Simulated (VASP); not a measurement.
Input of a VASP 6.6.1 run:

Contents of POSCAR:

```
BP
1.0
    0.0000000000      2.2383340787      2.2383340787
    2.2383340787      0.0000000000      2.2383340787
    2.2383340787      2.2383340787      0.0000000000
B P
1 1
Direct
    0.0000000000      0.0000000000      0.0000000000
    0.2500000000      0.2500000000      0.2500000000
```

Contents of INCAR.step1:

```
SYSTEM = BP
  PREC = Accurate
  ENCUT = 520
  ISMEAR = -1
  SIGMA = 0.02
  LREAL = .False.
  LASPH = .True.
  NELM = 100
  NBANDS = 11
  GGA = PE
  ALGO = Normal
  EDIFF = 1E-4
  LWAVE = .True.
  LCHARG = .False.
```

The input INCAR.step2:

```
SYSTEM = BP
  PREC = Accurate
  ENCUT = 520
  EDIFF = 1E-6
  ISMEAR = -1
  SIGMA = 0.02
  LREAL = .False.
  LASPH = .True.
  NELM = 100
  ALGO = Normal
  ISIF = 2
  LWAVE = .False.
  LCHARG = .False.
  METAGGA = R2SCAN
  LMIXTAU = .True.
  NBANDS = 11
  ISTART = 1
```

Contents of KPOINTS:

```
Automatic mesh
0
Gamma
  8 8 8
  0 0 0
```

Potentials or basis: VASP PAW PBE potentials, release 64 (B, P).

Run with:

```bash
$ cat potpaw_PBE.64/B/POTCAR potpaw_PBE.64/P/POTCAR > POTCAR
$ cp INCAR.step1 INCAR
$ mpirun -np 1 vasp_std > vasp.out
$ cp INCAR.step2 INCAR
$ mpirun -np 1 vasp_std > vasp.out
```

**Question.** What does it give for the pressure?

**Answer.** 6.7 GPa.

**Question.** Estimate the band gap on the k mesh.

**Answer.** 1.43 eV, indirect (least direct gap 3.71 eV).

Caveat: the PAW data sets were made with another functional, which shifts forces and pressure a little. r2SCAN opens gaps a little over a GGA but as a rule still falls short of measured ones.
